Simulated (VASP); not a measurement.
As, 4 atoms in the cell. Symmetry: Cmce, No. 64, orthorhombic system. The conventional cell has a = 3.650 Å, b = 11.000 Å, c = 4.470 Å, α = 90.00°, β = 90.00°, γ = 90.00°. Within 3.4 Å of As (site symmetry m) lie 5 As at 2.48 to 3.32 Å. 

* Program: VASP 6.6.1
* Task: relaxation of cell and atoms
* Functional: PBEsol
* Potentials or basis: VASP PAW PBE potentials, release 64 (As)
* Cutoff: 600 eV
* k mesh: 8 × 8 × 6
* Occupations: fermi-dirac, width 0.05 eV
* Spin: no spin polarisation
* Target pressure: 30 GPa
* Dipole correction: no
* Further INCAR settings: ALGO = Normal; EDIFF = 1e-06; IBRION = 2; EDIFFG = -0.005; NSW = 80; ISIF = 3

Potentials or basis: VASP PAW PBE potentials, release 64 (As).

Command:

```console
$ cat potpaw_PBE.64/As/POTCAR > POTCAR
$ mpirun -np 1 vasp_std > vasp.out
```

Hardware: 1 thread of Intel(R) Xeon(R) Platinum 8488C (Sapphire Rapids), with other jobs on the host.

Problem. How long does it take, and how much memory?

Solution. It took 19 min on 1 thread of Intel(R) Xeon(R) Platinum 8488C (Sapphire Rapids), with other jobs on the host, peak memory 0.36 GiB. Counts: scf iterations 143, k points 84, ion steps 26.
